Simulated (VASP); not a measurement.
# Li16H (a cell with a defect) in VASP: a series of runs

The runs below take Li16H (a cell with a defect) through single point, with PBE.

Everything below comes from runs of VASP 6.6.1. Logs are shortened: lines on timing, memory, paths and dates and some standing lists are left out, and cuts for length are marked.

## (1) The cell of the first run

The cell holds a defect, 17 atoms: a = 6.980 Å, b = 6.980 Å, c = 6.980 Å, α = 90.00°, β = 90.00°, γ = 90.00°.

## (2) Single point, PBE

The input, INCAR:

```
PREC     = Accurate       # precision mode
ENCUT    = 520            # plane-wave cutoff, eV
EDIFF    = 1E-7           # SCF threshold, eV
ISMEAR   = 0              # smearing method
SIGMA    = 0.1            # smearing width, eV
LREAL    = Auto         
LASPH    = T              # aspherical terms in the spheres
NELM     = 60             # most SCF steps
ALGO     = Normal         # electronic algorithm
ISIF     = 2              # what is computed and relaxed
LWAVE    = F              # write WAVECAR
LCHARG   = F              # write CHGCAR
GGA      = PE             # functional
NBANDS   = 38             # bands
```

The input, KPOINTS:

```
regular mesh
0
Gamma
  3 3 3
```

The input, POSCAR:

```
Li16H
1.0
    6.9800000000      0.0000000000      0.0000000000
    0.0000000000      6.9800000000      0.0000000000
    0.0000000000      0.0000000000      6.9800000000
Li H
16 1
Direct
    0.0326848138      0.0133855301      0.0000239255
    0.4634949857      0.0128472779     -0.0001631805
    0.0008048711      0.4917669054      0.0002318052
   -0.0057611748     -0.0107743553      0.5000017192
    0.2491461318      0.2497167622      0.2620676218
    0.4979130372      0.4946714900     -0.0000179083
    0.5031924069     -0.0121829513      0.5002226361
    0.7477279370      0.2389893983      0.2494531519
   -0.0222382521      0.5011730659      0.4997833811
    0.2482118911      0.7346712034      0.2626648997
    0.2489156160      0.2500035817      0.7378378223
    0.5191189112      0.5020646132      0.4999722063
    0.7492540115      0.7598087393      0.2318385387
    0.7479464183      0.2392537249      0.7505088825
    0.2479520057      0.7344428367      0.7372845272
    0.7494895415      0.7595938395      0.7681697708
    0.2472358166      0.1852088825     -0.0001022923
```

Potentials or basis: VASP PAW PBE potentials, release 64 (Li_sv, H).

Command:

```console
$ cat potpaw_PBE.64/Li_sv/POTCAR potpaw_PBE.64/H/POTCAR > POTCAR
$ mpirun -np 1 vasp_std > vasp.out
```

OUTCAR:

```text
PREC = Accurate
   ENCUT = 520
   EDIFF = 1E-7
   ISMEAR = 0
   LREAL = Auto
   LASPH = T
   NELM = 60
   ISIF = 2
   GGA = PE

 ion  position               nearest neighbor table
   1  0.033  0.013  0.000-
   2  0.463  0.013  1.000-
   3  0.001  0.492  0.000-
   4  0.994  0.989  0.500-
   5  0.249  0.250  0.262-
   6  0.498  0.495  1.000-
[... 9 lines left out ...]
  16  0.749  0.760  0.768-
  17  0.247  0.185  1.000-

  LATTYP: Found a simple cubic cell.
 ALAT       =     6.9800000000

  Lattice vectors:

 A1 = (   6.9800000000,   0.0000000000,   0.0000000000)
 A2 = (   0.0000000000,   6.9800000000,   0.0000000000)
 A3 = (   0.0000000000,   0.0000000000,   6.9800000000)

Analysis of symmetry for initial positions (statically):
=====================================================================
 Subroutine PRICEL returns:
 Original cell was already a primitive cell.

 Routine SETGRP: Setting up the symmetry group for a
 simple cubic supercell.

 Subroutine GETGRP returns: Found  1 space group operations
 (whereof  1 operations were pure point group operations)
 out of a pool of 48 trial point group operations.

The static configuration has the point symmetry C_1 .

Analysis of symmetry for dynamics (positions and initial velocities):
=====================================================================
 Subroutine PRICEL returns:
 Original cell was already a primitive cell.

 Routine SETGRP: Setting up the symmetry group for a
 simple cubic supercell.

 Subroutine GETGRP returns: Found  1 space group operations
 (whereof  1 operations were pure point group operations)
 out of a pool of 48 trial point group operations.

The dynamic configuration has the point symmetry C_1 .

 Subroutine INISYM returns: Found  1 space group operations
 (whereof  1 operations are pure point group operations),
 and found     1 'primitive' translations

----------------------------------------------------------------------------------------

                                     Primitive cell

  volume of cell :     340.0684

  direct lattice vectors                    reciprocal lattice vectors
     6.980000000  0.000000000  0.000000000     0.143266476  0.000000000  0.000000000
     0.000000000  6.980000000  0.000000000     0.000000000  0.143266476  0.000000000
     0.000000000  0.000000000  6.980000000     0.000000000  0.000000000  0.143266476

  length of vectors
     6.980000000  6.980000000  6.980000000     0.143266476  0.143266476  0.143266476

  position of ions in fractional coordinates (direct lattice)
     0.032684814  0.013385530  0.000023926
     0.463494986  0.012847278  0.999836819
     0.000804871  0.491766905  0.000231805
     0.994238825  0.989225645  0.500001719
     0.249146132  0.249716762  0.262067622
     0.497913037  0.494671490  0.999982092
[... 9 lines left out ...]
     0.749489541  0.759593839  0.768169771
     0.247235817  0.185208882  0.999897708

  ion indices of the primitive-cell ions
   primitive index   ion index
                 1           1
                 2           2
                 3           3
                 4           4
                 5           5
                 6           6
[... 9 lines left out ...]
                16          16
                17          17

----------------------------------------------------------------------------------------

 KPOINTS: regular mesh

Automatic generation of k-mesh.
 Grid dimensions read from file:
 generate k-points for:    3    3    3

 Generating k-lattice:

  Cartesian coordinates                     Fractional coordinates (reciprocal lattice)
     0.047755492  0.000000000  0.000000000     0.333333333  0.000000000  0.000000000
     0.000000000  0.047755492  0.000000000     0.000000000  0.333333333  0.000000000
     0.000000000  0.000000000  0.047755492     0.000000000  0.000000000  0.333333333

  Length of vectors
     0.047755492  0.047755492  0.047755492

  Shift w.r.t. Gamma in fractional coordinates (k-lattice)
     0.000000000  0.000000000  0.000000000

 Subroutine IBZKPT returns following result:
 ===========================================

 Found     14 irreducible k-points:

 Following reciprocal coordinates:
            Coordinates               Weight
  0.000000  0.000000  0.000000      1.000000
  0.333333  0.000000  0.000000      2.000000
  0.000000  0.333333  0.000000      2.000000
  0.000000  0.000000  0.333333      2.000000
  0.333333  0.333333  0.000000      2.000000
  0.000000  0.333333  0.333333      2.000000
  0.333333  0.000000  0.333333      2.000000
 -0.333333  0.333333  0.000000      2.000000
 -0.333333  0.000000  0.333333      2.000000
  0.000000 -0.333333  0.333333      2.000000
  0.333333  0.333333  0.333333      2.000000
 -0.333333  0.333333  0.333333      2.000000
 -0.333333 -0.333333  0.333333      2.000000
  0.333333 -0.333333  0.333333      2.000000
   k-points           NKPTS =     14   k-points in BZ     NKDIM =     14   number of bands    NBANDS=     38
   number of dos      NEDOS =    301   number of ions     NIONS =     17
   total plane-waves  NPLWV = 157464
   dimension x,y,z NGX =    54 NGY =   54 NGZ =   54
   dimension x,y,z NGXF=   108 NGYF=  108 NGZF=  108
   ions per type =              16   1
   NGX,Y,Z   is equivalent  to a cutoff of  12.86, 12.86, 12.86 a.u.
   NGXF,Y,Z  is equivalent  to a cutoff of  25.72, 25.72, 25.72 a.u.
 SYSTEM =  unknown system
   PREC   = accura    normal or accurate (medium, high low for compatibility)
   ISTART =      0    job   : 0-new  1-cont  2-samecut
   ICHARG =      2    charge: 1-file 2-atom 10-const
   ISPIN  =      1    spin polarized calculation?
   LNONCOLLINEAR =      F non collinear calculations
   LSORBIT =      F    spin-orbit coupling
   LASPH  =      T    aspherical Exc in radial PAW
   ENCUT  =  520.0 eV  38.22 Ry    6.18 a.u.  12.98 12.98 12.98*2*pi/ulx,y,z
   NELM   =     60;   NELMIN=  2; NELMDL= -5     # of ELM steps
   EDIFF  = 0.1E-06   stopping-criterion for ELM
   LREAL  =      T    real-space projection
   EDIFFG = 0.1E-05   stopping-criterion for IOM
   NSW    =      0    number of steps for IOM
   IBRION =     -1    ionic relax: 0-MD 1-quasi-New 2-CG
   NFREE  =      0    steps in history (QN), initial steepest desc. (CG)
   ISIF   =      2    stress and relaxation
   ISYM   =      2    0-nonsym 1-usesym 2-fastsym
   POTIM  = 0.5000    time-step for ionic-motion
   TEBEG  =    0.0;   TEEND  =   0.0 temperature during run
   PSTRESS=    0.0 pullay stress
   NELECT =      49.0000    total number of electrons
   NUPDOWN=      -1.0000    fix difference up-down
   EMIN   =  10.00;   EMAX   =-10.00  energy-range for DOS
   EFERMI =   0.00;   METHOD = LEGACY
   ISMEAR =     0;   SIGMA  =   0.10  broadening in eV -4-tet -1-fermi 0-gaus
   EFERMI_NEDOS =   21; number of points for ismear=-14 and -15
   IALGO  =     38    algorithm
   IMIX   =      4    mixing-type and parameters
     AMIX     =   0.40;   BMIX     =  1.00
     AMIX_MAG =   1.60;   BMIX_MAG =  1.00
  volume/ion in A,a.u.               =      20.00       134.99
  Fermi-wavevector in a.u.,A,eV,Ry     =   0.858258  1.621873 10.022155  0.736608
  Thomas-Fermi vector in A             =   1.975436
   LORBIT       =      0    0 simple, 1 ext, 2 COOP (PROOUT), +10 PAW based schemes
   GGA     = PE    functional components
   LHFCALC =     F    Hartree Fock is set to
   AEXX    =    0.0000 exact exchange contribution
   IVDW    =     0    specifies the selected vdW correction
   LEPSILON=     F    determine dielectric tensor
   LRPA    =     F    only Hartree local field effects (RPA)
 non-spin polarized calculation
 Gauss-broadening in eV      SIGMA  =   0.10
  energy-cutoff  :      520.00
  volume of cell :      340.07
 maximum number of plane-waves:      9180
 NGX is ok and might be reduce to    54
   NGX = 25   NGY = 25   NGZ = 25

 number of electron      48.9999977 magnetization

 Free energy of the ion-electron system (eV)
  ---------------------------------------------------
  ext. energy  EPLUGINS =         0.00000000
  ---------------------------------------------------
  free energy    TOTEN  =       -34.25861456 eV

  energy without entropy =      -34.19696121  energy(sigma->0) =      -34.22778788

 E-fermi :   0.5301     XC(G=0):  -6.9700

 val. band max:        0.5122558220   @ k =   0.3333   0.0000   0.3333
 cond. band min:       0.5330420959   @ k =  -0.3333   0.3333   0.0000
 fundamental gap:      0.0207862740
 Fermi energy:         0.5301038393

 k-point     1 :       0.0000    0.0000    0.0000
  band No.  band energies     occupation
      1     -46.2646      2.00000
      2     -46.2602      2.00000
      3     -46.0790      2.00000
      4     -46.0767      2.00000
      5     -46.0703      2.00000
      6     -46.0681      2.00000
[... 28 lines left out ...]
     35       3.6049      0.00000
     36       3.7730      0.00000

 k-point     2 :       0.3333    0.0000    0.0000
  band No.  band energies     occupation
      1     -46.2645      2.00000
      2     -46.2603      2.00000
      3     -46.0789      2.00000
      4     -46.0767      2.00000
      5     -46.0702      2.00000
      6     -46.0681      2.00000
[... 28 lines left out ...]
     35       3.7586      0.00000
     36       3.7629      0.00000

 k-point     3 :       0.0000    0.3333    0.0000
  band No.  band energies     occupation
      1     -46.2646      2.00000
      2     -46.2602      2.00000
      3     -46.0789      2.00000
      4     -46.0767      2.00000
      5     -46.0704      2.00000
      6     -46.0681      2.00000
[... 28 lines left out ...]
     35       3.7398      0.00000
     36       3.7438      0.00000
[... 352 lines left out ...]
 k-point    13 :      -0.3333   -0.3333    0.3333
  band No.  band energies     occupation
      1     -46.2645      2.00000
      2     -46.2603      2.00000
      3     -46.0785      2.00000
      4     -46.0772      2.00000
      5     -46.0697      2.00000
      6     -46.0687      2.00000
[... 28 lines left out ...]
     35       3.6362      0.00000
     36       3.8153      0.00000

 k-point    14 :       0.3333   -0.3333    0.3333
  band No.  band energies     occupation
      1     -46.2645      2.00000
      2     -46.2603      2.00000
      3     -46.0785      2.00000
      4     -46.0772      2.00000
      5     -46.0697      2.00000
      6     -46.0687      2.00000
[... 28 lines left out ...]
     35       3.6386      0.00000
     36       3.8127      0.00000
 [bands above 36 left out]

------------------------ aborting loop because EDIFF is reached ----------------------------------------

  FORCE on cell =-STRESS in cart. coord.  units (eV):
  Direction    XX          YY          ZZ          XY          YZ          ZX
  --------------------------------------------------------------------------------------
  -------------------------------------------------------------------------------------
  Total       -1.8548703     -2.1013635     -1.4606422      0.0599756      0.0013979     -0.0019359
  in kB       -8.7389221     -9.9002351     -6.8815798      0.2825655      0.0065860     -0.0091209
  external PRESSURE =      -8.5069124 kB  Pullay stress =       0.0000000 kB

 VOLUME and BASIS-vectors are now :
 -----------------------------------------------------------------------------
  energy-cutoff  :      520.00
  volume of cell :      340.07
      direct lattice vectors                 reciprocal lattice vectors
     6.980000000  0.000000000  0.000000000     0.143266476  0.000000000  0.000000000
     0.000000000  6.980000000  0.000000000     0.000000000  0.143266476  0.000000000
     0.000000000  0.000000000  6.980000000     0.000000000  0.000000000  0.143266476

 POSITION                                       TOTAL-FORCE (eV/Angst)
 -----------------------------------------------------------------------------------
      0.22814      0.09343      0.00017         0.000789      0.001940     -0.000798
      3.23520      0.08967      6.97886        -0.005409      0.009256      0.000011
      0.00562      3.43253      0.00162         0.005021     -0.008413     -0.000572
      6.93979      6.90480      3.49001        -0.002177     -0.004448     -0.000316
      1.73904      1.74302      1.82923        -0.000981     -0.001493      0.004600
      3.47543      3.45281      6.97988        -0.006610     -0.010491      0.000173
[... 9 lines left out ...]
      5.23144      5.30196      5.36183        -0.001068     -0.001231      0.007672
      1.72571      1.29276      6.97929         0.005426      0.011824      0.000949
 -----------------------------------------------------------------------------------
    total drift:                               -0.002721      0.006529      0.000104

  FREE ENERGIE OF THE ION-ELECTRON SYSTEM (eV)
  ---------------------------------------------------
  free  energy   TOTEN  =       -34.2586145562 eV

  energy  without entropy=      -34.1969612054  energy(sigma->0) =      -34.22778788
```

Run time: 5.3 min. Hardware: 1 thread of Intel Xeon Platinum 8488C (Sapphire Rapids), shared host; peak memory 0.41 GiB.

What came out:

```yaml
Free_energy: -34.2586 eV
Largest_force: 0.013 eV/Å
Band_gap_on_the_k_mesh: zero (an odd number of electrons rules out a gap without spin polarisation)
```

Forces in eV/Å, atoms in the order of the input:
```
Li   0.001  0.002 -0.001
Li  -0.005  0.009  0.000
Li   0.005 -0.008 -0.001
Li  -0.002 -0.004  0.000
Li  -0.001 -0.001  0.005
Li  -0.007 -0.010  0.000
Li   0.003 -0.005 -0.001
Li   0.001  0.003  0.004
Li   0.000 -0.001  0.000
Li  -0.001  0.002 -0.003
Li  -0.001 -0.001 -0.004
Li   0.003  0.003  0.000
Li   0.000 -0.002 -0.008
Li   0.001  0.002 -0.003
Li  -0.001  0.003  0.003
Li  -0.001 -0.001  0.008
H    0.005  0.012  0.001
```

Caveat: the cutoff is under 1.25 times the usual one of these potentials, so pressure, stress and relaxed cells hold a basis-set (Pulay) error.

## (3) Single point, PBE

The input, INCAR:

```
SYSTEM = Li16H
PREC = Accurate
ENCUT = 520
EDIFF = 1E-6
ISMEAR = 0
SIGMA = 0.1
LREAL = Auto
LASPH = .True.
NELM = 80
ALGO = Normal
ISIF = 2
LWAVE = .False.
LCHARG = .False.
GGA = PE
NBANDS = 38
```

The input, KPOINTS:

```
Automatic mesh
0
Gamma
  3 3 3
  0 0 0
```

The input, POSCAR:

```
Li16H
1.0
    6.9800000000      0.0000000000      0.0000000000
    0.0000000000      6.9800000000      0.0000000000
    0.0000000000      0.0000000000      6.9800000000
Li H
16 1
Direct
    0.0306399713      0.0151684814      0.0001070201
    0.4576570201      0.0131244986      0.0001468481
    0.0052014327      0.4863657593      0.0000363897
   -0.0065816619     -0.0045032951      0.5000760745
    0.2504644699      0.2517626074      0.2630320917
    0.4998176218      0.5026585960      0.0000454155
    0.5046573066     -0.0142575931      0.5000773639
    0.7438156160      0.2389669054      0.2464385387
   -0.0267055874      0.4982888252      0.5000691977
    0.2444434097      0.7355265043      0.2655363897
    0.2504610315      0.2518087393      0.7369689112
    0.5184368195      0.5029061605      0.5000646132
    0.7526653295      0.7606904011      0.2310891117
    0.7438020057      0.2389396848      0.7536793696
    0.2444528653      0.7355863897      0.7345742120
    0.7526530086      0.7607434097      0.7690608883
    0.2393151862      0.1896126074     -0.0000166189
```

Potentials or basis: VASP PAW PBE potentials, release 64 (Li_sv, H).

Command:

```console
$ cat potpaw_PBE.64/Li_sv/POTCAR potpaw_PBE.64/H/POTCAR > POTCAR
$ mpirun -np 1 vasp_std > vasp.out
```

Run time: 4.7 min. Hardware: 1 thread of Intel Xeon Platinum 8488C (Sapphire Rapids), shared host; peak memory 0.41 GiB.

The run converged. Its results:

* Free energy: -34.2573 eV
* Largest force: 0.032 eV/Å
* Band gap on the k mesh: zero (an odd number of electrons rules out a gap without spin polarisation)

Forces on the atoms (eV/Å):
```
Li  -0.003 -0.003 -0.001
Li   0.004  0.002 -0.001
Li   0.009 -0.011  0.000
Li  -0.004 -0.008 -0.001
Li  -0.004 -0.003  0.003
Li  -0.015 -0.015  0.000
Li   0.002 -0.002  0.000
Li  -0.001  0.004  0.009
Li   0.003  0.009  0.000
Li  -0.003  0.002 -0.007
Li  -0.003 -0.004 -0.001
Li   0.006  0.010  0.000
Li  -0.006 -0.002 -0.004
Li  -0.001  0.003 -0.008
Li  -0.002  0.001  0.008
Li  -0.006 -0.003  0.003
H    0.025  0.020  0.001
```

Levels at points of the mesh, in eV from the Fermi level:
```csv
k point,band 20,band 21,band 22,band 23,band 24,band 25,band 26,band 27,band 28,band 29
"(0.00, 0.00, 0.00)",-1.16,-1.16,-1.12,-1.07,-0.33,0.23,0.25,0.26,0.26,0.28
```

Caveat: the cutoff is under 1.25 times the usual one of these potentials, so pressure, stress and relaxed cells hold a basis-set (Pulay) error.

The gap in the log of VASP goes by the Fermi energy; the results here count the filled bands.